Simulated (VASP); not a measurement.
# PbS: single point with r2SCAN

The system is PbS.

```xyz
2
Lattice="0.0000 2.8976 2.8976 2.8976 0.0000 2.8976 2.8976 2.8976 0.0000" Properties=species:S:1:pos:R:3 pbc="T T T"
Pb    0.0000    0.0000    0.0000
S     2.8976    2.8976    2.8976
```

This cell differs from its parent crystal: strain -3.0%.

```
Program                : VASP 6.6.1
Task                   : single point
Functional             : r2SCAN
Potentials or basis    : VASP PAW PBE potentials, release 64 (Pb_d, S)
Cutoff                 : 520 eV
k mesh                 : 8 × 8 × 8
Occupations            : fermi-dirac, width 0.02 eV
Spin                   : non-collinear spin, zero start, spin-orbit coupling
Starting moments       : [[0.0, 0.0, 0.0], [0.0, 0.0, 0.0]] μB
Dipole correction      : no
Further INCAR settings : ALGO = Normal; EDIFF = 1e-06; NBANDS = 32
```

The pressure is 5.8 GPa and the net moment is 0.00 μB per cell. The valence electrons inside the program's atomic spheres are Pb 11.88; S 3.72.

Moments on the atoms (μB; x, y, z):
```
Pb  0.00 0.00 0.00
S   0.00 0.00 0.00
```

Run time: 3.8 min on 1 thread of AMD EPYC 9R45 96-Core Processor (Zen 5) (shared host), peak memory 0.33 GiB.

Caveat: the cell differs from its parent crystal (strain -3.0%); the cell stands under pressure; the PAW data sets were made with another functional, which shifts forces and pressure a little.
